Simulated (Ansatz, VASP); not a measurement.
# Two plane-wave programs on Y3BN4

POSCAR

```
Y3BN4
1.0
    3.6849115245      0.0000000000      0.0000000000
   -1.8424557622      3.1912269909      0.0000000000
    0.0000000000      0.0000000000     10.7316654687
B Y N
1 3 4
Direct
    0.3333333333      0.6666666667      0.0267472329
    0.3333333333      0.6666666667      0.4890551247
    0.6666666667      0.3333333333      0.2070741583
    0.6666666667      0.3333333333      0.7705035363
    0.3333333333      0.6666666667      0.1559935594
    0.3333333333      0.6666666667      0.6988778795
    0.6666666667      0.3333333333      0.4202441533
    0.6666666667      0.3333333333      0.9815043555
```

INCAR.step1

```
  PREC = Accurate
  ENCUT = 520
  ISMEAR = 0
  SIGMA = 0.01
  LREAL = False
  LASPH = True
  NELM = 80
  NBANDS = 38
  GGA = PE
  ALGO = Normal
  EDIFF = 1E-4
  LWAVE = True
  LCHARG = False
```

File INCAR.step2:

```
  PREC = Accurate
  ENCUT = 520
  EDIFF = 1E-6
  ISMEAR = 0
  SIGMA = 0.01
  LREAL = False
  LASPH = True
  NELM = 80
  ALGO = Normal
  ISIF = 2
  LWAVE = False
  LCHARG = False
  METAGGA = R2SCAN
  LMIXTAU = True
  NBANDS = 38
  ISTART = 1
```

Contents of KPOINTS:

```
Automatic mesh
0
Gamma
  12 12 4
```

Input for Ansatz:

```yaml
crystal:
  lattice:
    - [3.6849115245, 0.0, 0.0]
    - [-1.8424557622, 3.1912269909, 0.0]
    - [0.0, 0.0, 10.7316654687]
  atoms:
    - { symbol: B, position: [0.3333333333, 0.6666666667, 0.0267472329] }
    - { symbol: "Y", position: [0.3333333333, 0.6666666667, 0.4890551247] }
    - { symbol: "Y", position: [0.6666666667, 0.3333333333, 0.2070741583] }
    - { symbol: "Y", position: [0.6666666667, 0.3333333333, 0.7705035363] }
    - { symbol: "N", position: [0.3333333333, 0.6666666667, 0.1559935594] }
    - { symbol: "N", position: [0.3333333333, 0.6666666667, 0.6988778795] }
    - { symbol: "N", position: [0.6666666667, 0.3333333333, 0.4202441533] }
    - { symbol: "N", position: [0.6666666667, 0.3333333333, 0.9815043555] }
kpoints:
  mp_grid: { grid: [12, 12, 4] }
  band_path:
    path:
      - [0.0, 0.0, 0.0]
      - [0.5, 0.0, 0.0]
      - [0.3333333333, 0.3333333333, 0.0]
      - [0.0, 0.0, 0.5]
      - [0.5, 0.0, 0.5]
      - [0.3333333333, 0.3333333333, 0.5]
      - [0.0, 0.5, 0.5]
    npoints: 1
hamiltonian:
  xc: r2scan
scf:
  occupations: { method: fixed }
  n_extra_bands: 6
output:
  forces: true
  stress: true
  eigenvalues: true
```

Alike in both runs: task single point; functional r2SCAN; k mesh 12 × 12 × 4; no spin polarisation.

|  | VASP | Ansatz |
| --- | --- | --- |
| version | VASP 6.6.1 | Ansatz 0.2.0 |
| potentials or method | VASP PAW PBE potentials, release 64 (B, Y_sv, N) | plane waves, PAW |
| plane-wave cutoff (eV) | 520 | 500 |
| occupations | gaussian, width 0.01 eV | fixed |
| valence electrons in the cell | 56 | 56 |

Ansatz gave:

* gap on the k mesh at the Fermi level (eV): 0.56
* pressure (GPa): 0.0
* rms of the force components (eV/Å): 0.001

**Question.** What did VASP give for the same quantities?

**Answer.** gap on the k mesh at the Fermi level (eV): 0.57; pressure (GPa): 0.0; rms of the force components (eV/Å): 0.007.

VASP's potentials were made for PBE, not for r2SCAN. Atom by atom the forces differ by 0.007 eV/Å (rms over components).
